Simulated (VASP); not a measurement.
Set up this calculation in VASP 6.6.1, as the native input.

- Task: relaxation of cell and atoms
- Functional: PBEsol
- Potentials or basis: VASP PAW PBE potentials, release 64 (W_sv, C)
- Cutoff: 600 eV
- k mesh: 10 × 10 × 9
- Occupations: fermi-dirac, width 0.05 eV
- Spin: no spin polarisation
- Target pressure: 10 GPa
- Dipole correction: no
- Further INCAR settings: ALGO = Normal; EDIFF = 1e-06; IBRION = 2; EDIFFG = -0.005; NSW = 80; ISIF = 3

The structure of WC lies in POSCAR:

```
WC
1.0
    2.9065000000      0.0000000000      0.0000000000
   -1.4532500000      2.5171028361      0.0000000000
    0.0000000000      0.0000000000      2.8366000000
W C
1 1
Direct
    0.0000000000      0.0000000000      0.0000000000
    0.6666666667      0.3333333333      0.5000000000
```

The input as run:

INCAR

```
  PREC = Accurate
  ENCUT = 600
  EDIFF = 1E-6
  ISMEAR = -1
  SIGMA = 0.05
  LREAL = False
  LASPH = True
  NELM = 60
  ALGO = Normal
  ISIF = 3
  LWAVE = False
  LCHARG = False
  GGA = PS
  IBRION = 2
  NSW = 80
  EDIFFG = -0.005
  PSTRESS = 100.0
```

KPOINTS

```
Automatic mesh
0
Gamma
  10 10 9
```

Potentials or basis: VASP PAW PBE potentials, release 64 (W_sv, C).

Launch:

```sh
$ cat potpaw_PBE.64/W_sv/POTCAR potpaw_PBE.64/C/POTCAR > POTCAR
$ mpirun -np 1 vasp_std > vasp.out
```

It gave:

- Relaxed volume: 10.08 Å³/atom
- Relaxed cell: a = 2.878 Å, b = 2.878 Å, c = 2.811 Å, α = 90.00°, β = 90.00°, γ = 120.00°
- Space group after relaxing (to 0.1 Å): P-6m2 (No. 187)
- Energy change on relaxing (the run minimises the enthalpy): +6.8 meV/atom
- Ionic steps: 10
- Pressure after relaxing: 10.0 GPa
- Band gap on the k mesh: zero (bands 9 and 10 overlap by 1.25 eV)

Caveat: the cell is relaxed towards a set pressure, so the run minimises the enthalpy, not the energy; the PAW data sets were made with another functional, which shifts forces and pressure a little; spin-orbit coupling is left out, which moves the levels of the heavy elements.

Run time: 3.2 min on 1 thread of Intel Xeon 8259CL (shared host), peak memory 0.17 GiB.
